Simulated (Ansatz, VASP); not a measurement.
# One calculation of MnO, two programs

Contents of INCAR:

```
PREC = Accurate
ENCUT = 520
EDIFF = 1E-6
ISMEAR = 0
SIGMA = 0.05
LREAL = F
LASPH = T
NELM = 150
ALGO = Normal
ISIF = 2
LWAVE = F
LCHARG = F
ISPIN = 2
MAGMOM = 4.66 0.24
LORBIT = 11
LMAXMIX = 4
LDAU = T
LDAUTYPE = 1
LDAUL = 2 -1
LDAUU = 4 0
LDAUJ = 0.7 0
LDAUPRINT = 1
NBANDS = 20
```

Contents of KPOINTS:

```
Automatic mesh
0
Gamma
  7 7 7
```

The input POSCAR:

```
MnO
1.0
    0.0000000000      2.2220003300      2.2220003300
    2.2220003300      0.0000000000      2.2220003300
    2.2220003300      2.2220003300      0.0000000000
Mn O
1 1
Direct
    0.0000000000      0.0000000000      0.0000000000
    0.5000000000      0.5000000000      0.5000000000
```

Input for Ansatz:

```yaml
crystal:
  lattice:
    - [0.0, 2.22200033, 2.22200033]
    - [2.22200033, 0.0, 2.22200033]
    - [2.22200033, 2.22200033, 0.0]
  atoms:
    - { symbol: Mn, position: [0.0, 0.0, 0.0], spin: 5.0 }
    - { symbol: O, position: [0.5, 0.5, 0.5] }
basis:
  ecutwfc: 420
  ecutrho_ratio: 4
kpoints:
  mp_grid: { grid: [7, 7, 7] }
hamiltonian:
  xc: lda
  hubbard:
    sites:
      - { site: 0, l: d, u: 4.0, j: 0.7, starting_ns: [{ spin: up, occupation_matrix: s0up }, { spin: down, occupation_matrix: s0down }] }
    occupation_matrices:
      s0up:
        matrix:
          - [0.97, 0.0, 0.0, 0.0, 0.0]
          - [0.0, 0.97, 0.0, 0.0, 0.0]
          - [0.0, 0.0, 0.97, 0.0, 0.0]
          - [0.0, 0.0, 0.0, 0.97, 0.0]
          - [0.0, 0.0, 0.0, 0.0, 0.97]
      s0down:
        matrix:
          - [0.02, 0.0, 0.0, 0.0, 0.0]
          - [0.0, 0.02, 0.0, 0.0, 0.0]
          - [0.0, 0.0, 0.02, 0.0, 0.0]
          - [0.0, 0.0, 0.0, 0.02, 0.0]
          - [0.0, 0.0, 0.0, 0.0, 0.02]
    ns_hold: until_converged
scf:
  occupations: { method: gaussian, width: 0.05 }
  lower_state_search: "off"
  max_iter: 150
output:
  forces: true
  stress: true
  eigenvalues: true
  populations: true
  hubbard: { sites: [{ site: 0, l: d }] }
magnetization:
  spin_polarized: true
```

Alike in both runs: task single point; functional LDA; k mesh 7 × 7 × 7; occupations gaussian, width 0.05 eV; collinear spin; Hubbard terms Mn d U = 4.0 eV, J = 0.7 eV.

```csv
,VASP,Ansatz
version,VASP 6.6.1,Ansatz 0.2.0
potentials or method,"VASP PAW LDA potentials, release 64 (Mn_pv, O), cutoff 520 eV","scalar-relativistic, plane waves, PAW"
valence electrons in the cell,19,21
```

Ansatz gave:

| Item | Value |
| --- | --- |
| gap on the k mesh at the Fermi level (eV) | 0.10 |
| least direct gap on the mesh (eV) | 2.60 |
| pressure (GPa) | -3.9 |
| net moment per atom (μB) | 2.50 |
| size of the moment on the site where the two differ most (μB) | 4.24 |

Question: What did VASP give for the same quantities?

Answer: gap on the k mesh at the Fermi level (eV): 0.16; least direct gap on the mesh (eV): 2.73; pressure (GPa): -5.3; net moment per atom (μB): 2.50; size of the moment on the site where the two differ most (μB): 4.56.

LDA's correlation is that of Perdew and Zunger in VASP and of Perdew and Wang (1992) in Ansatz. Site moments also hang on the region over which each program counts them. The programs project onto different local orbitals, so the same U acts differently, and such runs can settle in different states. VASP's potentials hold 19 valence electrons a cell and Ansatz's 21, so a difference there can come from the potentials and not from the codes.
